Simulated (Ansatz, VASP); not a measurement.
## ScAl3 in VASP and in Ansatz

```
Sc Al
1.0
     3.85501   -0.05526    0.09560
    -0.05526    4.40278   -0.30914
     0.09560   -0.30914    4.05819
Sc Al
1 3
Direct
  0.00004 0.00003 0.00004
  0.50002 0.99994 0.50001
  0.99994 0.49997 0.49997
  0.50000 0.50006 0.99998
```

Change from the starting cell: cell sheared at random, sigma 0.06, atoms nudged by 0.01 Å; relaxed back.

Alike in both runs: functional PBE; k mesh 8 × 8 × 8; occupations gaussian, width 0.15 eV; no spin polarisation.

Ansatz relaxed the structure, and its values are those at the end. VASP's run is a single point on that final structure, the one shown.

```csv
,VASP,Ansatz
version,VASP 6.6.1,Ansatz 0.2.0
potentials or method,"VASP PAW PBE potentials, release 64 (Sc_sv, Al), cutoff 520 eV","scalar-relativistic, plane waves, PAW"
valence electrons in the cell,20,20
```

```tsv
	VASP	Ansatz	Ansatz less VASP
gap on the k mesh at the Fermi level (eV)	none	none	-
pressure (GPa)	4.0	4.0	-0.04
```

A gap of «none» marks a metal or a gap that the smearing closes. The functional is the same, so the differences come from potentials, cutoffs and numerics. Ansatz's warnings: stress scf threshold loose.
